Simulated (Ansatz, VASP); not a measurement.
Sc2Al in VASP and in Ansatz

The input INCAR:

```
PREC     = Accurate       # precision mode
ENCUT    = 520            # plane-wave cutoff, eV
EDIFF    = 1E-6           # SCF threshold, eV
ISMEAR   = -1             # smearing method
SIGMA    = 0.1            # smearing width, eV
LREAL    = F              # projectors in reciprocal space
LASPH    = T              # aspherical terms in the spheres
NELM     = 100            # most SCF steps
ALGO     = Normal         # electronic algorithm
ISIF     = 2              # what is computed and relaxed
LWAVE    = F              # write WAVECAR
LCHARG   = F              # write CHGCAR
NBANDS   = 34             # bands
```

The input KPOINTS:

```
Automatic mesh
0
Gamma
  6 6 4
```

POSCAR

```
Sc2Al
1.0
    4.7584978170      0.0000000000      0.0000000000
   -2.3792537715      4.1209852932      0.0000000000
    0.0000000000      0.0000000000      5.9925282456
Sc Al
4 2
Direct
    0.0000000000      0.0000000000      0.0000000000
    0.0000000000      0.0000000000      0.5000000000
    0.3333333333      0.6666666667      0.7500000000
    0.6666666667      0.3333333333      0.2500000000
    0.3333333333      0.6666666667      0.2500000000
    0.6666666667      0.3333333333      0.7500000000
```

Input for Ansatz:

```yaml
crystal:
  lattice:
    - [4.758497817046638, 0.0, 0.0]
    - [-2.3792537714674498, 4.120985293236701, 0.0]
    - [0.0, 0.0, 5.992528245641384]
  atoms:
    - { symbol: Sc, position: [0.0, 0.0, 0.0] }
    - { symbol: Sc, position: [0.0, 0.0, 0.5] }
    - { symbol: Sc, position: [0.3333333333333333, 0.6666666666666666, 0.75] }
    - { symbol: Sc, position: [0.6666666666666666, 0.3333333333333333, 0.25] }
    - { symbol: Al, position: [0.3333333333333333, 0.6666666666666666, 0.25] }
    - { symbol: Al, position: [0.6666666666666666, 0.3333333333333333, 0.75] }
basis:
  ecutwfc: 571.4391111657479
kpoints:
  mp_grid:
    grid: [6, 6, 4]
hamiltonian:
  xc: lda
scf:
  convergence:
    dr2_threshold: 1.0e-09
  occupations:
    method: fermi_dirac
    width: 0.1
output:
  stress: true
```

Alike in both runs: task single point; functional LDA; k mesh 6 × 6 × 4; occupations fermi-dirac, width 0.1 eV; no spin polarisation.

|  | VASP | Ansatz |
| --- | --- | --- |
| version | VASP 6.6.1 | Ansatz 0.2.0 |
| potentials or method | VASP PAW LDA potentials, release 64 (Sc_sv, Al), cutoff 520 eV | plane waves, PAW |
| valence electrons in the cell | 50 | 50 |

|  | VASP | Ansatz | Ansatz less VASP |
| --- | --- | --- | --- |
| pressure (GPa) | 1.7 | 1.5 | -0.19 |
| traceless stress, the component that is largest in VASP (GPa) | -0.55 | -0.53 | +0.026 |

LDA's correlation is that of Perdew and Zunger in VASP and of Perdew and Wang (1992) in Ansatz. Ansatz's warnings: stress scf threshold loose, structure snapped to symmetry.
